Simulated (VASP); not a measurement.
# TiS2 (l.A) in VASP: a series of runs, part 2 of 2

VASP 6.6.1. The steps go on from the part before.

**3. Single point, LDA**

This run uses another cell than the first one, of 93.88 Å³/atom, 1.669 times its volume.

INCAR reads:

```
SYSTEM = TiS2
PREC = Accurate
ENCUT = 400
EDIFF = 1E-6
ISMEAR = 0
SIGMA = 0.08
LREAL = .FALSE.
LASPH = .TRUE.
NELM = 120
ALGO = Normal
ISIF = 2
LWAVE = .FALSE.
LCHARG = .FALSE.
LDIPOL = .TRUE.
IDIPOL = 3
DIPOL = 0.5 0.5 0.286
NBANDS = 19
GGA_COMPAT = .FALSE.
NELMDL = -8
```

KPOINTS reads:

```
Automatic mesh
0
G
  12 12 1
  0 0 0
```

POSCAR reads:

```
TiS2
1.0
    3.3190776871      0.0000000000      0.0000000000
   -1.6595388435      2.8744055941      0.0000000000
    0.0000000000      0.0000000000     29.5200000028
S Ti
2 1
Direct
    0.3333333333      0.6666666667      0.2376030857
    0.6666666667      0.3333333333      0.3335351257
    0.0000000000      0.0000000000      0.2855691057
```

Potentials or basis: VASP PAW LDA potentials, release 64 (S, Ti_sv).

Started as:

```bash
> cat potpaw_LDA.64/S/POTCAR potpaw_LDA.64/Ti_sv/POTCAR > POTCAR
> mpirun -np 1 vasp_std > vasp.out
```

OUTCAR:

```text
SYSTEM = TiS2
   PREC = Accurate
   ENCUT = 400
   EDIFF = 1E-6
   ISMEAR = 0
   LREAL = .FALSE.
   LASPH = .TRUE.
   NELM = 120
   ISIF = 2
   NELMDL = -8

 ion  position               nearest neighbor table
   1  0.333  0.667  0.238-   3 2.38   3 2.38   3 2.38
   2  0.667  0.333  0.334-   3 2.38   3 2.38   3 2.38
   3  0.000  0.000  0.286-   1 2.38   2 2.38   1 2.38   2 2.38   1 2.38   2 2.38

  LATTYP: Found a hexagonal cell.
 ALAT       =     3.3190776871
 C/A-ratio  =     8.8940370747

  Lattice vectors:

 A1 = (   3.3190776871,   0.0000000000,   0.0000000000)
 A2 = (  -1.6595388435,   2.8744055941,   0.0000000000)
 A3 = (   0.0000000000,   0.0000000000,  29.5200000028)

Analysis of symmetry for initial positions (statically):
=====================================================================
 Subroutine PRICEL returns:
 Original cell was already a primitive cell.

 Routine SETGRP: Setting up the symmetry group for a
 hexagonal supercell.

 Subroutine GETGRP returns: Found 12 space group operations
 (whereof  6 operations were pure point group operations)
 out of a pool of 24 trial point group operations.

The static configuration has the point symmetry C_3v.
 The point group associated with its full space group is D_3d.

Analysis of symmetry for dynamics (positions and initial velocities):
=====================================================================
 Subroutine PRICEL returns:
 Original cell was already a primitive cell.

 Routine SETGRP: Setting up the symmetry group for a
 hexagonal supercell.

 Subroutine GETGRP returns: Found 12 space group operations
 (whereof  6 operations were pure point group operations)
 out of a pool of 24 trial point group operations.

The dynamic configuration has the point symmetry C_3v.
 The point group associated with its full space group is D_3d.

[... 116 lines left out ...]
  Fermi-wavevector in a.u.,A,eV,Ry     =   0.720418  1.361393  7.061455  0.519002
  Thomas-Fermi vector in A             =   1.809865
   LORBIT       =      0    0 simple, 1 ext, 2 COOP (PROOUT), +10 PAW based schemes
   GGA     = CA    functional components
   LHFCALC =     F    Hartree Fock is set to
   AEXX    =    0.0000 exact exchange contribution
   IVDW    =     0    specifies the selected vdW correction
   LEPSILON=     F    determine dielectric tensor
   LRPA    =     F    only Hartree local field effects (RPA)
 non-spin polarized calculation
 Gauss-broadening in eV      SIGMA  =   0.08
  energy-cutoff  :      400.00
  volume of cell :      281.63
 maximum number of plane-waves:      5209
 NGX is ok and might be reduce to    24
   NGX = 11   NGY = 11   NGZ = 97

 dipolmoment           0.000000      0.000000      0.000001 electrons x Angstroem

 number of electron      24.0000001 magnetization

 dipolmoment           0.000000      0.000000     -0.000001 electrons x Angstroem

 Free energy of the ion-electron system (eV)
  ---------------------------------------------------
  ext. energy  EPLUGINS =         0.00000000
  ---------------------------------------------------
  free energy    TOTEN  =       -21.83772726 eV

  energy without entropy =      -21.83580806  energy(sigma->0) =      -21.83676766

 E-fermi :  -3.6822     XC(G=0):  -2.4324

 val. band max:       -3.8989643942   @ k =   0.0833  -0.0000   0.0000
 cond. band min:      -3.6687480998   @ k =   0.5000   0.0000   0.0000
 fundamental gap:      0.2302162944
 Fermi energy:        -3.6821888298

 k-point     1 :       0.0000    0.0000    0.0000
  band No.  band energies     occupation
      1     -60.3868      2.00000
      2     -37.0466      2.00000
      3     -36.9656      2.00000
      4     -36.9656      2.00000
      5     -17.3705      2.00000
      6     -16.0710      2.00000
[... 395 lines left out ...]
      6     -15.4313      2.00000
[... 11 lines left out ...]
     18       4.0296      0.00000
     19       4.7688      0.00000

------------------------ aborting loop because EDIFF is reached ----------------------------------------

 vacuum level on the upper side and lower side of the slab       (xc-potential included)        -0.007        -0.007

  FORCE on cell =-STRESS in cart. coord.  units (eV):
  Direction    XX          YY          ZZ          XY          YZ          ZX
  --------------------------------------------------------------------------------------
  -------------------------------------------------------------------------------------
  Total       -0.0307638     -0.0307638     -0.0290330     -0.0000000      0.0000000      0.0000000
  in kB       -0.1750126     -0.1750126     -0.1651658     -0.0000000      0.0000000      0.0000000
  external PRESSURE =      -0.1717304 kB  Pullay stress =       0.0000000 kB

 VOLUME and BASIS-vectors are now :
 -----------------------------------------------------------------------------
  energy-cutoff  :      400.00
  volume of cell :      281.63
      direct lattice vectors                 reciprocal lattice vectors
     3.319077687  0.000000000  0.000000000     0.301288519  0.173949007  0.000000000
    -1.659538844  2.874405594  0.000000000     0.000000000  0.347898015  0.000000000
     0.000000000  0.000000000 29.520000003     0.000000000  0.000000000  0.033875339

 POSITION                                       TOTAL-FORCE (eV/Angst)
 -----------------------------------------------------------------------------------
     -0.00000      1.91627      7.01404         0.000000     -0.000000     -0.024589
      1.65954      0.95814      9.84596        -0.000000      0.000000      0.024589
      0.00000      0.00000      8.43000         0.000000      0.000000     -0.000000
 -----------------------------------------------------------------------------------
    total drift:                               -0.000000      0.000000     -0.000050

  FREE ENERGIE OF THE ION-ELECTRON SYSTEM (eV)
  ---------------------------------------------------
  free  energy   TOTEN  =       -21.8377272586 eV

  energy  without entropy=      -21.8358080558  energy(sigma->0) =      -21.83676766

 vacuum level on the upper side and lower side of the slab         2.261         2.261
```

stdout:

```text
POSCAR found type information on POSCAR S Ti
 POSCAR found :  2 types and       3 ions
 scaLAPACK will be used
 LDA part: xc-table for (Slater(with rela. corr.)+CA(PZ))
 , standard interpolation
 POSCAR, INCAR and KPOINTS ok, starting setup
 FFT: planning ... GRIDC
 FFT: planning ... GRID_SOFT
 FFT: planning ... GRID
 WAVECAR not read
 entering main loop
```

It took 1.9 min on 1 thread of Intel Xeon 6975P-C, shared host; peak memory 0.28 GiB.

What came out:

```
Free energy            : -21.8377 eV
Largest force          : 0.025 eV/Å
Band gap on the k mesh : zero (band 12 reaches -3.40 eV, above the bottom of band 13 at -3.67 eV)
```

Forces on the atoms (eV/Å):
```
S    0.000  0.000 -0.025
S    0.000  0.000  0.025
Ti   0.000  0.000  0.000
```

Levels at points of the mesh, in eV from the Fermi level:
| k point | band 10 | band 11 | band 12 | band 13 | band 14 | band 15 |
| --- | --- | --- | --- | --- | --- | --- |
| (0.00, 0.00, 0.00) | -1.52 | 0.28 | 0.28 | 0.53 | 0.53 | 1.10 |
| (0.50, 0.00, 0.00) | -2.72 | -1.93 | -1.22 | 0.01 | 1.74 | 2.19 |
